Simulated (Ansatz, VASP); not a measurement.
**MoS2: VASP beside Ansatz**

Contents of INCAR:

```
PREC = Accurate ; ENCUT = 520
EDIFF = 1E-6 ; ISMEAR = -1
SIGMA = 0.05 ; LREAL = F
LASPH = T ; NELM = 80
ALGO = Normal ; ISIF = 2
LWAVE = F ; LCHARG = F
GGA = RE ; IVDW = 12
NBANDS = 20
```

The input KPOINTS:

```
Automatic mesh
0
Gamma
  9 9 4
```

File POSCAR:

```
MoS2
1.0
    3.1838448285      0.0000000000      0.0000000000
   -1.5919224143      2.7572905031      0.0000000000
    0.0000000000      0.0000000000      6.2271592669
Mo S
1 2
Direct
    0.0000000000      0.0000000000      0.5000000000
    0.6666666667      0.3333333333      0.7446806800
    0.3333333333      0.6666666667      0.2553193200
```

The input input.yaml:

```yaml
crystal:
  lattice:
    - [3.1838448285, 0.0, 0.0]
    - [-1.5919224143, 2.7572905031, 0.0]
    - [0.0, 0.0, 6.2271592669]
  atoms:
    - { symbol: Mo, position: [0.0, 0.0, 0.5] }
    - { symbol: S, position: [0.6666666667, 0.3333333333, 0.74468068] }
    - { symbol: S, position: [0.3333333333, 0.6666666667, 0.25531932] }
hamiltonian:
  xc: revpbe
  pseudopotentials: { kind: paw }
  dispersion: d3bj
kpoints:
  mp_grid: { grid: [9, 9, 4] }
scf:
  occupations: { method: fermi_dirac, width: 0.05 }
output:
  forces: true
  stress: true
  eigenvalues: true
```

Alike in both runs: task single point; functional revPBE; dispersion D3(BJ); k mesh 9 × 9 × 4; occupations fermi-dirac, width 0.05 eV; no spin polarisation.

|  | VASP | Ansatz |
| --- | --- | --- |
| version | VASP 6.6.1 | Ansatz 0.2.0 |
| potentials or method | VASP PAW PBE potentials, release 64 (Mo_sv, S) | Ansatz PAW |
| plane-wave cutoff (eV) | 520 | 420 |
| valence electrons in the cell | 26 | 26 |

Ansatz gave:

| Item | Value |
| --- | --- |
| gap on the k mesh at the Fermi level (eV) | none |
| pressure (GPa) | 1.6 |
| traceless stress, the component that is largest in VASP (GPa) | 2.47 |
| rms of the force components (eV/Å) | 0.481 |

Problem. Which values does VASP return?

Solution. gap on the k mesh at the Fermi level (eV): none; pressure (GPa): 1.4; traceless stress, the component that is largest in VASP (GPa): 2.47; rms of the force components (eV/Å): 0.472.

VASP's potentials were made for PBE, not for revPBE. Atom by atom the forces differ by 0.009 eV/Å (rms over components). A gap of «none» marks a metal or a gap that the smearing closes.
